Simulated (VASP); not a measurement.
# KCl (Pm-3m) in VASP: further runs, part 2 of 2

VASP 6.6.1.

### Step 3. Single point, PBE

INCAR

```
SYSTEM = KCl
ALGO = Normal
EDIFF = 1E-7
ENCUT = 520
GGA = PE
ISIF = 2
ISMEAR = 0
LASPH = .TRUE.
LCHARG = .FALSE.
LREAL = .FALSE.
LWAVE = .FALSE.
NBANDS = 15
NELM = 100
PREC = Accurate
SIGMA = 0.05
```

KPOINTS

```
k-points
0
G
  8 8 8
  0 0 0
```

POSCAR

```
KCl
1.0
    3.8391960000      0.0000000000      0.0000000000
    0.0000000000      3.8391960000      0.0000000000
    0.0000000000      0.0000000000      3.8391960000
K Cl
1 1
Direct
    0.0000000000      0.0000000000      0.0000000000
    0.5000000000      0.5000000000      0.5000000000
```

Potentials or basis: VASP PAW PBE potentials, release 64 (K_sv, Cl).

Command:

```console
$ cat potpaw_PBE.64/K_sv/POTCAR potpaw_PBE.64/Cl/POTCAR > POTCAR
$ mpirun -np 1 vasp_std > vasp.out
```

OUTCAR:

```text
SYSTEM = KCl
   EDIFF = 1E-7
   ENCUT = 520
   GGA = PE
   ISIF = 2
   ISMEAR = 0
   LASPH = .TRUE.
   LREAL = .FALSE.
   NELM = 100
   PREC = Accurate

 ion  position               nearest neighbor table
   1  0.000  0.000  0.000-
   2  0.500  0.500  0.500-

  LATTYP: Found a simple cubic cell.
 ALAT       =     3.8391960000

  Lattice vectors:

 A1 = (   3.8391960000,   0.0000000000,   0.0000000000)
 A2 = (   0.0000000000,   3.8391960000,   0.0000000000)
 A3 = (   0.0000000000,   0.0000000000,   3.8391960000)

Analysis of symmetry for initial positions (statically):
=====================================================================
 Subroutine PRICEL returns:
 Original cell was already a primitive cell.

 Routine SETGRP: Setting up the symmetry group for a
 simple cubic supercell.

 Subroutine GETGRP returns: Found 48 space group operations
 (whereof 48 operations were pure point group operations)
 out of a pool of 48 trial point group operations.

The static configuration has the point symmetry O_h .

Analysis of symmetry for dynamics (positions and initial velocities):
=====================================================================
 Subroutine PRICEL returns:
 Original cell was already a primitive cell.

 Routine SETGRP: Setting up the symmetry group for a
 simple cubic supercell.

 Subroutine GETGRP returns: Found 48 space group operations
 (whereof 48 operations were pure point group operations)
 out of a pool of 48 trial point group operations.

The dynamic configuration has the point symmetry O_h .

 Subroutine INISYM returns: Found 48 space group operations
 (whereof 48 operations are pure point group operations),
 and found     1 'primitive' translations

----------------------------------------------------------------------------------------

                                     Primitive cell

  volume of cell :      56.5875

  direct lattice vectors                    reciprocal lattice vectors
     3.839196000  0.000000000  0.000000000     0.260471203  0.000000000  0.000000000
     0.000000000  3.839196000  0.000000000     0.000000000  0.260471203  0.000000000
     0.000000000  0.000000000  3.839196000     0.000000000  0.000000000  0.260471203

  length of vectors
     3.839196000  3.839196000  3.839196000     0.260471203  0.260471203  0.260471203

  position of ions in fractional coordinates (direct lattice)
     0.000000000  0.000000000  0.000000000
     0.500000000  0.500000000  0.500000000

  ion indices of the primitive-cell ions
   primitive index   ion index
                 1           1
                 2           2

----------------------------------------------------------------------------------------

 KPOINTS: k-points

Automatic generation of k-mesh.
 Grid dimensions read from file:
 generate k-points for:    8    8    8

 Generating k-lattice:

  Cartesian coordinates                     Fractional coordinates (reciprocal lattice)
     0.032558900  0.000000000  0.000000000     0.125000000  0.000000000  0.000000000
     0.000000000  0.032558900  0.000000000     0.000000000  0.125000000  0.000000000
[... 39 lines left out ...]
 [... further k-points ...]
   k-points           NKPTS =     35   k-points in BZ     NKDIM =     35   number of bands    NBANDS=     15
   number of dos      NEDOS =    301   number of ions     NIONS =      2
   total plane-waves  NPLWV =  27000
   dimension x,y,z NGX =    30 NGY =   30 NGZ =   30
   dimension x,y,z NGXF=    60 NGYF=   60 NGZF=   60
   ions per type =               1   1
   NGX,Y,Z   is equivalent  to a cutoff of  12.99, 12.99, 12.99 a.u.
   NGXF,Y,Z  is equivalent  to a cutoff of  25.98, 25.98, 25.98 a.u.
 SYSTEM =  KCl
   PREC   = accura    normal or accurate (medium, high low for compatibility)
   ISTART =      0    job   : 0-new  1-cont  2-samecut
   ICHARG =      2    charge: 1-file 2-atom 10-const
   ISPIN  =      1    spin polarized calculation?
   LNONCOLLINEAR =      F non collinear calculations
   LSORBIT =      F    spin-orbit coupling
   LASPH  =      T    aspherical Exc in radial PAW
   ENCUT  =  520.0 eV  38.22 Ry    6.18 a.u.   7.14  7.14  7.14*2*pi/ulx,y,z
   NELM   =    100;   NELMIN=  2; NELMDL= -5     # of ELM steps
   EDIFF  = 0.1E-06   stopping-criterion for ELM
   LREAL  =      F    real-space projection
   EDIFFG = 0.1E-05   stopping-criterion for IOM
   NSW    =      0    number of steps for IOM
   IBRION =     -1    ionic relax: 0-MD 1-quasi-New 2-CG
   NFREE  =      0    steps in history (QN), initial steepest desc. (CG)
   ISIF   =      2    stress and relaxation
   ISYM   =      2    0-nonsym 1-usesym 2-fastsym
   POTIM  = 0.5000    time-step for ionic-motion
   TEBEG  =    0.0;   TEEND  =   0.0 temperature during run
   PSTRESS=    0.0 pullay stress
   NELECT =      16.0000    total number of electrons
   NUPDOWN=      -1.0000    fix difference up-down
   EMIN   =  10.00;   EMAX   =-10.00  energy-range for DOS
   EFERMI =   0.00;   METHOD = LEGACY
   ISMEAR =     0;   SIGMA  =   0.05  broadening in eV -4-tet -1-fermi 0-gaus
   EFERMI_NEDOS =   21; number of points for ismear=-14 and -15
   IALGO  =     38    algorithm
   IMIX   =      4    mixing-type and parameters
     AMIX     =   0.40;   BMIX     =  1.00
     AMIX_MAG =   1.60;   BMIX_MAG =  1.00
  volume/ion in A,a.u.               =      28.29       190.94
  Fermi-wavevector in a.u.,A,eV,Ry     =   1.074504  2.030517 15.708715  1.154558
  Thomas-Fermi vector in A             =   2.210334
   LORBIT       =      0    0 simple, 1 ext, 2 COOP (PROOUT), +10 PAW based schemes
   GGA     = PE    functional components
   LHFCALC =     F    Hartree Fock is set to
   AEXX    =    0.0000 exact exchange contribution
   IVDW    =     0    specifies the selected vdW correction
   LEPSILON=     F    determine dielectric tensor
   LRPA    =     F    only Hartree local field effects (RPA)
 non-spin polarized calculation
 Gauss-broadening in eV      SIGMA  =   0.05
  energy-cutoff  :      520.00
  volume of cell :       56.59
 maximum number of plane-waves:      1568
 NGX is ok and might be reduce to    30
   NGX = 15   NGY = 15   NGZ = 15

 number of electron      16.0000007 magnetization

 Free energy of the ion-electron system (eV)
  ---------------------------------------------------
  ext. energy  EPLUGINS =         0.00000000
  ---------------------------------------------------
  free energy    TOTEN  =        -6.65534040 eV

  energy without entropy =       -6.65534040  energy(sigma->0) =       -6.65534040

 E-fermi :  -0.5480     XC(G=0):  -8.0714

 val. band max:       -0.8328455830   @ k =   0.5000   0.5000   0.0000
 cond. band min:       3.9636000239   @ k =   0.0000   0.0000   0.0000
 fundamental gap:      4.7964456070
 Fermi energy:        -0.5479997354

 k-point     1 :       0.0000    0.0000    0.0000
  band No.  band energies     occupation
      1     -28.8965      2.00000
      2     -13.3994      2.00000
      3     -12.2829      2.00000
      4     -12.2829      2.00000
      5     -12.2829      2.00000
      6      -1.0359      2.00000
      7      -1.0359      2.00000
      8      -1.0359      2.00000
      9       3.9636      0.00000
     10       5.7361      0.00000
     11       5.7361      0.00000
     12       9.8062      0.00000
     13       9.8062      0.00000
     14       9.8062      0.00000
[... 401 lines left out ...]
      2     -13.2029      2.00000
      3     -12.4604      2.00000
      4     -12.4229      2.00000
      5     -12.2668      2.00000
      6      -2.1114      2.00000
      7      -1.9115      2.00000
      8      -1.0831      2.00000
      9       5.8446      0.00000
     10       6.9303      0.00000
     11       8.1027      0.00000
     12       8.2373      0.00000
     13       9.4696      0.00000
     14       9.9679      0.00000
     15      11.3672      0.00000

 [... further k-points ...]

------------------------ aborting loop because EDIFF is reached ----------------------------------------

  FORCE on cell =-STRESS in cart. coord.  units (eV):
  Direction    XX          YY          ZZ          XY          YZ          ZX
  --------------------------------------------------------------------------------------
  -------------------------------------------------------------------------------------
  Total       -0.0160719     -0.0160719     -0.0160719     -0.0000000     -0.0000000      0.0000000
  in kB       -0.4550472     -0.4550472     -0.4550472     -0.0000000     -0.0000000      0.0000000
  external PRESSURE =      -0.4550472 kB  Pullay stress =       0.0000000 kB

 VOLUME and BASIS-vectors are now :
 -----------------------------------------------------------------------------
  energy-cutoff  :      520.00
  volume of cell :       56.59
      direct lattice vectors                 reciprocal lattice vectors
     3.839196000  0.000000000  0.000000000     0.260471203  0.000000000  0.000000000
     0.000000000  3.839196000  0.000000000     0.000000000  0.260471203  0.000000000
     0.000000000  0.000000000  3.839196000     0.000000000  0.000000000  0.260471203

 POSITION                                       TOTAL-FORCE (eV/Angst)
 -----------------------------------------------------------------------------------
      0.00000      0.00000      0.00000         0.000000      0.000000      0.000000
      1.91960      1.91960      1.91960         0.000000      0.000000      0.000000
 -----------------------------------------------------------------------------------
    total drift:                                0.000000      0.000000     -0.000000

  FREE ENERGIE OF THE ION-ELECTRON SYSTEM (eV)
  ---------------------------------------------------
  free  energy   TOTEN  =        -6.6553403950 eV

  energy  without entropy=       -6.6553403950  energy(sigma->0) =       -6.65534040
```

Wall time 28 s (1 thread of Intel Xeon Platinum 8375C at 2.90GHz (Ice Lake), shared host); peak memory 0.17 GiB.

What came out:

```
Free energy            : -6.6553 eV
Pressure               : 0.0 GPa
Band gap on the k mesh : 4.80 eV (least direct gap 5.00 eV)
```

Levels at points of the mesh, in eV from the valence-band top:
| k point | band 5 | band 6 | band 7 | band 8 | band 9 | band 10 | band 11 | band 12 |
| --- | --- | --- | --- | --- | --- | --- | --- | --- |
| (0.00, 0.00, 0.00) | -11.45 | -0.20 | -0.20 | -0.20 | 4.80 | 6.57 | 6.57 | 10.64 |
| (0.50, 0.00, 0.00) | -11.30 | -1.75 | -0.21 | -0.21 | 7.70 | 7.91 | 8.24 | 10.14 |
| (0.50, 0.50, 0.00) | -11.40 | -1.19 | -1.19 | 0.00 | 6.19 | 7.28 | 8.94 | 8.94 |
| (0.50, 0.50, 0.50) | -11.62 | -1.31 | -1.31 | -1.31 | 8.81 | 8.81 | 8.81 | 9.88 |

A k mesh can miss the band edges.
